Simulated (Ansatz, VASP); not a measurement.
# MnF2 in VASP and in Ansatz

File INCAR:

```
SYSTEM = MnF2
ALGO = Normal ; EDIFF = 1E-6
ENCUT = 520 ; GGA = PE
ISIF = 2 ; ISMEAR = 0
ISPIN = 2 ; LASPH = .TRUE.
LCHARG = .FALSE. ; LDAU = .TRUE.
LDAUJ = 0 0 ; LDAUL = 2 -1
LDAUPRINT = 1 ; LDAUTYPE = 2
LDAUU = 2 0 ; LMAXMIX = 4
LORBIT = 11 ; LREAL = .FALSE.
LWAVE = .FALSE. ; MAGMOM = 4.73 0 0
NBANDS = 24 ; NELM = 150
PREC = Accurate ; SIGMA = 0.05
```

File KPOINTS:

```
k-points
0
G
  8 8 6
  0 0 0
```

Contents of POSCAR:

```
MnF2
1.0
    3.3743128661      0.0000000000      0.0000000000
   -1.6871564330      2.9222406624      0.0000000000
    0.0000000000      0.0000000000      4.9576215098
Mn F
1 2
Direct
    0.0000000000      0.0000000000      0.0000000000
    0.3333333333      0.6666666667      0.1942625801
    0.6666666667      0.3333333333      0.8057374199
```

Input for Ansatz:

```yaml
crystal:
  lattice:
    - [3.3743128661, 0.0, 0.0]
    - [-1.687156433, 2.9222406624, 0.0]
    - [0.0, 0.0, 4.9576215098]
  atoms:
    - { symbol: Mn, position: [0.0, 0.0, 0.0], spin: 4.73 }
    - { symbol: F, position: [0.3333333333, 0.6666666667, 0.1942625801] }
    - { symbol: F, position: [0.6666666667, 0.3333333333, 0.8057374199] }
basis:
  ecutwfc: 420
  ecutrho_ratio: 4
kpoints:
  mp_grid: { grid: [8, 8, 6] }
hamiltonian:
  xc: pbe
  hubbard: { sites: [{ species: Mn, l: d, u_eff: 2.0 }] }
scf:
  occupations: { method: gaussian, width: 0.05 }
  lower_state_search: "off"
output:
  forces: true
  stress: true
  eigenvalues: true
  populations: true
  hubbard: { sites: [{ species: Mn, l: d }] }
  dos: { projected: true, de: 0.02 }
magnetization:
  spin_polarized: true
checkpoint:
  read: start.run
  write: ck
  compress: false
  write_wavefunctions: false
  write_every: 100000
```

Alike in both runs: task single point; functional PBE; k mesh 8 × 8 × 6; occupations gaussian, width 0.05 eV; collinear spin; Hubbard terms Mn d U = 2.0 eV.

```csv
,VASP,Ansatz
version,VASP 6.6.1,Ansatz 0.2.0
potentials or method,"VASP PAW PBE potentials, release 64 (Mn_pv, F), cutoff 520 eV","scalar-relativistic, plane waves, PAW"
valence electrons in the cell,27,29
```

VASP gave:

| Item | Value |
| --- | --- |
| gap on the k mesh at the Fermi level (eV) | 2.54 |
| least direct gap on the mesh (eV) | 2.56 |
| pressure (GPa) | -1.1 |
| traceless stress, the component that is largest in VASP (GPa) | 0.45 |
| rms of the force components (eV/Å) | 0.036 |
| net moment per atom (μB) | 1.67 |
| size of the moment on the site where the two differ most (μB) | 4.64 |

Q: Which values does Ansatz return?

A: gap on the k mesh at the Fermi level (eV): 2.61; least direct gap on the mesh (eV): 2.62; pressure (GPa): -0.8; traceless stress, the component that is largest in VASP (GPa): 0.46; rms of the force components (eV/Å): 0.032; net moment per atom (μB): 1.67; size of the moment on the site where the two differ most (μB): 4.28.

Site moments also hang on the region over which each program counts them. The programs project onto different local orbitals, so the same U acts differently, and such runs can settle in different states. Atom by atom the forces differ by 0.004 eV/Å (rms over components). VASP's potentials hold 27 valence electrons a cell and Ansatz's 29, so a difference there can come from the potentials and not from the codes.
